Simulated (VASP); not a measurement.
Here is a VASP 6.6.1 calculation.

INCAR

```
SYSTEM = SrTa2O5
PREC     = Accurate       ! precision mode
ENCUT    = 600            ! plane-wave cutoff, eV
EDIFF    = 1E-7           ! SCF threshold, eV
ISMEAR   = 0              ! smearing method
SIGMA    = 0.1            ! smearing width, eV
LREAL    = .FALSE.        ! projectors in reciprocal space
LASPH    = .TRUE.         ! aspherical terms in the spheres
NELM     = 80             ! most SCF steps
ALGO     = Normal         ! electronic algorithm
ISIF     = 3              ! what is computed and relaxed
LWAVE    = .FALSE.        ! write WAVECAR
LCHARG   = .FALSE.        ! write CHGCAR
GGA      = PE             ! functional
IBRION   = 2              ! ionic algorithm
NSW      = 80             ! ionic steps
EDIFFG   = -0.001         ! ionic threshold
```

KPOINTS

```
regular mesh
0
G
  8 8 8
  0 0 0
```

Contents of POSCAR:

```
SrTa2O5
1.0
    2.0679052543     -6.1444816400      0.0000000000
    2.0679052543      6.1444816400      0.0000000000
    0.0000000000      0.0000000000      3.9751848832
Sr Ta O
1 2 5
Direct
    0.5000000000      0.5000000000      0.0000000000
    0.1657500425      0.8342499575      0.5000000000
    0.8342499575      0.1657500425      0.5000000000
    0.1574985255      0.8425014745      0.0000000000
    0.8425014745      0.1574985255      0.0000000000
    0.0000000000      0.0000000000      0.5000000000
    0.3434809619      0.6565190381      0.5000000000
    0.6565190381      0.3434809619      0.5000000000
```

Potentials or basis: VASP PAW PBE potentials, release 64 (Sr_sv, Ta_pv, O).

Launch:

```sh
$ cat potpaw_PBE.64/Sr_sv/POTCAR potpaw_PBE.64/Ta_pv/POTCAR potpaw_PBE.64/O/POTCAR > POTCAR
$ mpirun -np 1 vasp_std > vasp.out
```

Problem. Predict the band gap on the k mesh.

Solution. Zero (bands 31 and 32 overlap by 2.61 eV).

Problem. Estimate the relaxed cell.

Solution. a = 6.489 Å, b = 6.489 Å, c = 3.979 Å, α = 90.00°, β = 90.00°, γ = 142.82°.

Problem. Predict the space group after relaxing (to 0.1 Å).

Solution. Cmmm (No. 65).

Final structure:
```cif
data_structure
_symmetry_space_group_name_H-M 'P 1'
_symmetry_Int_Tables_number 1
_cell_length_a 6.4886
_cell_length_b 6.4886
_cell_length_c 3.9789
_cell_angle_alpha 90.000
_cell_angle_beta 90.000
_cell_angle_gamma 142.818
_cell_volume 101.24
loop_
_atom_site_label
_atom_site_type_symbol
_atom_site_fract_x
_atom_site_fract_y
_atom_site_fract_z
_atom_site_occupancy
Sr1 Sr 0.50000 0.50000 0.00000 1
Ta1 Ta 0.16575 0.83425 0.50000 1
Ta2 Ta 0.83425 0.16575 0.50000 1
O1 O 0.15761 0.84239 0.00000 1
O2 O 0.84239 0.15761 0.00000 1
O3 O 0.00000 0.00000 0.50000 1
O4 O 0.34346 0.65654 0.50000 1
O5 O 0.65654 0.34346 0.50000 1
```

Caveat: spin-orbit coupling is left out, which moves the levels of the heavy elements.
